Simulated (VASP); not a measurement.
Set up this calculation in VASP 6.6.1, as the native input.

```
Task                   : relaxation of volume and atoms at fixed shape
Functional             : PBEsol
Potentials or basis    : VASP PAW PBE potentials, release 64 (Cd)
Cutoff                 : 500 eV
k mesh                 : 9 × 9 × 4
Occupations            : methfessel-paxton, width 0.1 eV
Spin                   : no spin polarisation
Dipole correction      : no
Further INCAR settings : ALGO = Normal; EDIFF = 1e-07; IBRION = 2; EDIFFG = -0.02; NSW = 80; ISIF = 8
```

The structure of Cd lies in POSCAR:

```
Cd
1.0
    2.9788700000      0.0000000000      0.0000000000
   -1.4894350000      2.5797770000      0.0000000000
    0.0000000000      0.0000000000      5.6176500000
Cd
2
Direct
    0.3333333333      0.6666666667      0.2500000000
    0.6666666667      0.3333333333      0.7500000000
```

The input as run:

INCAR

```
PREC = Accurate
ENCUT = 500
EDIFF = 1E-7
ISMEAR = 1
SIGMA = 0.1
LREAL = F
LASPH = T
NELM = 120
ALGO = Normal
ISIF = 8
LWAVE = F
LCHARG = F
GGA = PS
IBRION = 2
NSW = 80
EDIFFG = -0.02
GGA_COMPAT = F
NELMIN = 4
```

KPOINTS

```
regular mesh
0
Gamma
  9 9 4
```

Potentials or basis: VASP PAW PBE potentials, release 64 (Cd).

The run is started by

```console
$ cat potpaw_PBE.64/Cd/POTCAR > POTCAR
$ mpirun -np 1 vasp_std > vasp.out
```

Results of the run:

- Relaxed volume: 21.29 Å³/atom
- Relaxed cell: a = 2.965 Å, b = 2.965 Å, c = 5.592 Å, α = 90.00°, β = 90.00°, γ = 120.00°
- Space group after relaxing (to 0.1 Å): P6_3/mmc (No. 194)
- Energy gained by relaxing: 0.7 meV/atom
- Ionic steps: 2
- Pressure after relaxing: -0.1 GPa
- Band gap on the k mesh: zero (bands 12 and 13 overlap by 4.05 eV)

Caveat: the PAW data sets were made with another functional, which shifts forces and pressure a little.

Run time: 34 s on 1 thread of AMD EPYC 7R43 64-Core Processor (Zen 3), with other jobs on the host, peak memory 0.14 GiB.
